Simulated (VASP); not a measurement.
# BaTiO3: single point with PBEsol

BaTiO3:

```
CELL_PARAMETERS angstrom
3.99980 0.00000 0.00000
0.00000 3.99980 0.00000
0.00000 0.00000 8.03600
ATOMIC_POSITIONS crystal
Ba 0.99933 0.00149 0.00206
Ba 0.00067 0.99851 0.49794
Ti 0.48935 0.49786 0.23992
Ti 0.51065 0.50214 0.74208
O 0.50279 0.50210 0.01077
O 0.49721 0.49790 0.50523
O 0.50567 0.00168 0.25810
O 0.49433 0.99832 0.75690
O 0.00777 0.49971 0.26264
O 0.99223 0.50029 0.75236
```

```
Program             : VASP 6.6.1
Task                : single point
Functional          : PBEsol
Potentials or basis : VASP PAW PBE potentials, release 64 (Ba_sv, Ti_sv, O)
Cutoff              : 520 eV
k mesh              : 7 × 7 × 4
Occupations         : fermi-dirac, width 0.05 eV
Spin                : no spin polarisation
```

```
Pressure               : -1.4 GPa
Largest force          : 0.979 eV/Å
Band gap on the k mesh : 1.95 eV
```

Forces on the atoms (eV/Å):
```
Ba  -0.019 -0.034 -0.201
Ba   0.014  0.036  0.053
Ti  -0.065 -0.022  0.977
Ti   0.074  0.022 -0.746
O   -0.069 -0.046 -0.307
O    0.099  0.056  0.909
O   -0.036 -0.003 -0.374
O    0.029 -0.004  0.041
O    0.086  0.025 -0.611
O   -0.115 -0.030  0.257
```

Stress tensor (GPa, compression positive):
```
-1.53  0.02  0.07
 0.02 -2.18  0.00
 0.07  0.00 -0.40
```

Levels at points of the mesh, in eV from the valence-band top:
| k point | band 36 | band 37 | band 38 | band 39 | band 40 | band 41 | band 42 | band 43 | band 44 | band 45 |
| --- | --- | --- | --- | --- | --- | --- | --- | --- | --- | --- |
| (0.00, 0.00, 0.00) | -0.69 | -0.64 | -0.27 | -0.25 | -0.23 | 1.95 | 2.08 | 2.19 | 2.20 | 3.73 |
| (0.00, 0.00, 0.50) | -1.15 | -0.55 | -0.51 | -0.44 | -0.38 | 2.02 | 2.05 | 2.88 | 2.90 | 3.10 |

Run time: 13 min on 1 thread of Intel(R) Xeon(R) Platinum 8488C (Sapphire Rapids), on a shared host, peak memory 0.6 GiB.

Caveat: the PAW data sets were made with another functional, which shifts forces and pressure a little; spin-orbit coupling is left out, which moves the levels of the heavy elements. A k mesh can miss the band edges.
